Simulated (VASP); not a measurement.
# CrO2 (P4/mmm) in VASP: notebook, part 4 of 4

VASP 6.6.1. Earlier steps stand in the parts before.

### Step 6. Relaxation of cell and atoms, PBE, collinear spin, ferrimagnetic start (atoms taken out)

The input, INCAR:

```
ALGO = Normal
EDIFF = 1E-7
EDIFFG = -0.04
ENCUT = 600
GGA = PE
GGA_COMPAT = False
IBRION = 2
ISIF = 3
ISMEAR = 0
ISPIN = 2
LASPH = True
LCHARG = False
LMAXMIX = 4
LORBIT = 11
LREAL = False
LWAVE = False
MAGMOM = 1.72 -0.17 -0.17
NELM = 200
NELMIN = 4
NSW = 90
PREC = Accurate
SIGMA = 0.1
```

The input, KPOINTS:

```
k-points
0
Gamma
  6 6 4
```

The input, POSCAR:

```
CrO2
1.0
    3.5828284453      0.0000000000      0.0000000000
    0.0000000000      3.5828284453      0.0000000000
    0.0000000000      0.0000000000      4.2062452606
Cr O
1 2
Direct
    0.0000000000      0.0000000000      0.0000000000
    0.5000000000      0.0000000000      0.0000000000
    0.0000000000      0.5000000000      0.0000000000
```

Potentials or basis: VASP PAW PBE potentials, release 64 (Cr_pv, O).

Launch:

```console
cat potpaw_PBE.64/Cr_pv/POTCAR potpaw_PBE.64/O/POTCAR > POTCAR
mpirun -np 1 vasp_std > vasp.out
```

OUTCAR:

```text
EDIFF = 1E-7
   EDIFFG = -0.04
   ENCUT = 600
   GGA = PE
   IBRION = 2
   ISIF = 3
   ISMEAR = 0
   ISPIN = 2
   LASPH = True
   LORBIT = 11
   LREAL = False
   NELM = 200
   NELMIN = 4
   NSW = 90
   PREC = Accurate

 ion  position               nearest neighbor table
   1  0.000  0.000  0.000-   2 1.79   3 1.79   3 1.79   2 1.79
   2  0.500  0.000  0.000-   1 1.79   1 1.79
   3  0.000  0.500  0.000-   1 1.79   1 1.79

  LATTYP: Found a simple tetragonal cell.
 ALAT       =     3.5828284453
 C/A-ratio  =     1.1740013023

  Lattice vectors:

 A1 = (   3.5828284453,   0.0000000000,   0.0000000000)
 A2 = (   0.0000000000,   3.5828284453,   0.0000000000)
 A3 = (   0.0000000000,   0.0000000000,   4.2062452606)

Analysis of symmetry for initial positions (statically):
=====================================================================
 Subroutine PRICEL returns:
[... 277 lines left out ...]
 fundamental gap:      0.0934431124
 Fermi energy:         0.3748000157

 spin component 1

 k-point     1 :       0.0000    0.0000    0.0000
  band No.  band energies     occupation
      1     -44.5573      1.00000
      2     -44.5573      1.00000
      3     -44.4314      1.00000
      4     -18.1680      1.00000
      5     -17.0634      1.00000
      6      -3.3456      1.00000
[... 459 lines left out ...]
      6      -6.3552      1.00000
[... 9 lines left out ...]
     16       3.9141      0.00000
     17       5.0920      0.00000

 [... further k-points ...]

 spin component 2

 k-point     1 :       0.0000    0.0000    0.0000
  band No.  band energies     occupation
      1     -42.6627      1.00000
      2     -42.6627      1.00000
      3     -41.5702      1.00000
      4     -18.3719      1.00000
      5     -17.2857      1.00000
      6      -3.4497      1.00000
[... 501 lines left out ...]
  FREE ENERGIE OF THE ION-ELECTRON SYSTEM (eV)
  ---------------------------------------------------
  free  energy   TOTEN  =       -23.4254376674 eV

  energy  without entropy=      -23.4208039364  energy(sigma->0) =      -23.42312080

 reached required accuracy - stopping structural energy minimisation

 total charge

# of ion       s       p       d       tot
------------------------------------------
    1        0.369   6.478   4.079  10.925
    2        1.579   3.415   0.000   4.994
    3        1.579   3.415   0.000   4.994
--------------------------------------------------
tot          3.527  13.308   4.079  20.914

 magnetization (x)

# of ion       s       p       d       tot
------------------------------------------
    1        0.084   0.025   2.045   2.154
    2       -0.004  -0.163   0.000  -0.167
    3       -0.004  -0.163   0.000  -0.167
--------------------------------------------------
tot          0.075  -0.300   2.045   1.820
```

CONTCAR:

```text
CrO2
   1.00000000000000
     3.5874925840614815    0.0000000000000000   -0.0000000000000000
     0.0000000000000000    3.5874925840614815    0.0000000000000000
    -0.0000000000000000    0.0000000000000000    4.2068983451858610
  Cr              O
     1     2
Direct
     0.0000000000000000    0.0000000000000000    0.0000000000000000
     0.5000000000000000    0.0000000000000000    0.0000000000000000
     0.0000000000000000    0.5000000000000000    0.0000000000000000

  0.00000000E+00  0.00000000E+00  0.00000000E+00
  0.00000000E+00  0.00000000E+00  0.00000000E+00
  0.00000000E+00  0.00000000E+00  0.00000000E+00
```

Wall time 5.5 min (1 thread of Oxide Virtual Turin-like, shared host); peak memory 0.2 GiB.

Results:

- Free energy: -23.4254 eV
- Relaxed volume: 18.05 Å³/atom
- Relaxed cell: a = 3.587 Å, b = 3.587 Å, c = 4.207 Å, α = 90.00°, β = 90.00°, γ = 90.00°
- Space group after relaxing (to 0.1 Å): P4/mmm (No. 123)
- Energy gained by relaxing: 0.1 meV/atom
- Ionic steps: 3
- Pressure after relaxing: 0.0 GPa
- Band gap on the k mesh: zero (filled and empty bands overlap)
- Net moment: 2.00 μB per cell
- Site moments: Cr +2.15; O -0.17 μB
- Valence electrons inside the program's atomic spheres: Cr 10.93; O 4.99

Step by step:
```tsv
step	energy change (eV)	largest force (eV/Å)	pressure (GPa)	volume (Å³)
1	0.0000	0.0000	0.48	53.99
2	0.0006	0.0000	-0.75	54.41
3	-0.0003	0.0000	0.03	54.14
```

Final structure:
```
CELL_PARAMETERS angstrom
3.58749 0.00000 0.00000
0.00000 3.58749 0.00000
0.00000 0.00000 4.20690
ATOMIC_POSITIONS crystal
Cr 0.00000 0.00000 0.00000
O 0.50000 0.00000 0.00000
O 0.00000 0.50000 0.00000
```

Caveat: the k points lie up to 0.37 Å⁻¹ apart in the final cell, too coarse for converged energies and pressures of a metal; the cell differs from its parent crystal (atoms taken out); a cell with one magnetic atom can't hold antiferromagnetic order, which such compounds often take; semilocal functionals often make such compounds metallic where correlation or magnetic order opens a gap, which also shifts bond lengths.

### Step 7. The runs side by side

```tsv
task	spin	cell	k mesh	gap on the mesh (eV)	pressure (GPa)	moment (μB)	relaxed volume (Å³/atom)
single point	collinear, ferromagnetic start	a = 3.583, b = 3.583, c = 4.206 Å, 3 atoms	4 × 4 × 4	none	-2.1	1.11	-
single point	collinear, ferromagnetic start	a = 3.885 Å, 3 atoms	4 × 4 × 4	none	-17.3	2.00	-
single point	collinear, ferrimagnetic start	a = 3.583, b = 3.583, c = 4.206 Å, 3 atoms	6 × 6 × 4	none	0.5	2.00	-
relaxation of cell and atoms	collinear, ferromagnetic start	relaxed from a = 3.885 Å, 3 atoms	4 × 4 × 4	none	0.1	1.89	16.70
relaxation of cell and atoms	collinear, ferrimagnetic start	relaxed from a = 3.583, b = 3.583, c = 4.206 Å, 3 atoms	6 × 6 × 4	none	0.0	2.00	18.05
```

Alike in all rows: level PBE; potentials or basis VASP PAW PBE potentials, release 64 (Cr_pv, O); cutoff (eV) 600; smearing gaussian 0.1 eV.

Caveats: all runs use coarse meshes; a cell with one magnetic atom can't hold antiferromagnetic order, which such compounds often take; semilocal functionals often make such compounds metallic where correlation or magnetic order opens a gap, which also shifts bond lengths.

Absolute energies hang on the potentials; compare differences alone.

The gap in the log of VASP goes by the Fermi energy; the results here count the filled bands.